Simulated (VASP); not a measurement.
Runs of VASP 6.6.1 on AlGa3N4. The structure is that of space group P-43m (No. 215), or close to it. The cells are those of the table. 

```csv
cell,gap on the mesh (eV),pressure (GPa),largest force (eV/Å)
"a = 4.356 Å, 8 atoms",2.84,16.9,-
"a = 4.579 Å, 8 atoms",(a),-12.2,-
"a = 4.356, b = 4.356, c = 4.244 Å, 8 atoms",2.95,23.9,0.04
"a = 4.244, b = 4.244, c = 4.468 Å, 8 atoms",2.94,23.9,0.07
"a = 4.691 Å, 8 atoms",(b),-20.6,0.02
"a = 4.244, b = 4.244, c = 4.356 Å, 8 atoms",3.17,31.8,0.04
"a = 4.244 Å, 8 atoms",3.40,40.6,0.04
```

Alike in all rows: task single point; level PBEsol; potentials or basis VASP PAW PBE potentials, release 64 (Al, Ga_d, N); no spin polarisation; k mesh 6 × 6 × 6; cutoff (eV) 520; smearing gaussian 0.05 eV.

Fill in the values left out.

(a) 1.80; (b) 1.32.

Caveats: the PAW data sets were made with another functional, which shifts forces and pressure a little; the cell stands under pressure (at least some runs); the cell stands under tension (at least some runs); the stress differs along the axes, from 19 to 26 GPa (at least some runs).

A k mesh can miss the band edges, and the runs leave out spin-orbit coupling on Ga.
